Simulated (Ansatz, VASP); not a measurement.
One calculation of Mg9O8, two programs

```
CELL_PARAMETERS angstrom
0.00000 4.35200 4.35200
4.35200 0.00000 4.35200
4.35200 4.35200 0.00000
ATOMIC_POSITIONS crystal
Mg 0.98034 0.00706 0.00689
Mg 0.98101 0.03207 0.49389
Mg 0.98120 0.49392 0.03192
Mg 0.98155 0.49396 0.49381
Mg 0.48276 0.00491 0.00492
Mg 0.48240 0.00492 0.50869
Mg 0.48230 0.50885 0.00486
Mg 0.63414 0.45585 0.45563
Mg 0.21193 0.59665 0.59642
O 0.23634 0.25491 0.25486
O 0.20994 0.23922 0.77579
O 0.20969 0.77592 0.23913
O 0.20961 0.77626 0.77630
O 0.75842 0.24292 0.24268
O 0.75849 0.24294 0.75709
O 0.75846 0.75731 0.24270
O 0.77712 0.74125 0.74126
```

Alike in both runs: functional LDA; k mesh 3 × 3 × 3; occupations fermi-dirac, width 0.02 eV; no spin polarisation.

Ansatz relaxed the structure, and its values are those at the end. VASP's run is a single point on that final structure, the one shown.

|  | VASP | Ansatz |
| --- | --- | --- |
| version | VASP 6.6.1 | Ansatz 0.2.0 |
| potentials or method | VASP PAW LDA potentials, release 64 (Mg, O), cutoff 520 eV | scalar-relativistic, plane waves, PAW |
| valence electrons in the cell | 66 | 138 |

Ansatz gave:

```
rms of the force components (eV/Å) : 0.012
```

What did VASP give for the same quantities?

rms of the force components (eV/Å): 0.015.

Ansatz warns that its potentials were made for another functional, while VASP's fit it. LDA's correlation is that of Perdew and Zunger in VASP and of Perdew and Wang (1992) in Ansatz. VASP's potentials hold 66 valence electrons a cell and Ansatz's 138, so a difference there can come from the potentials and not from the codes.
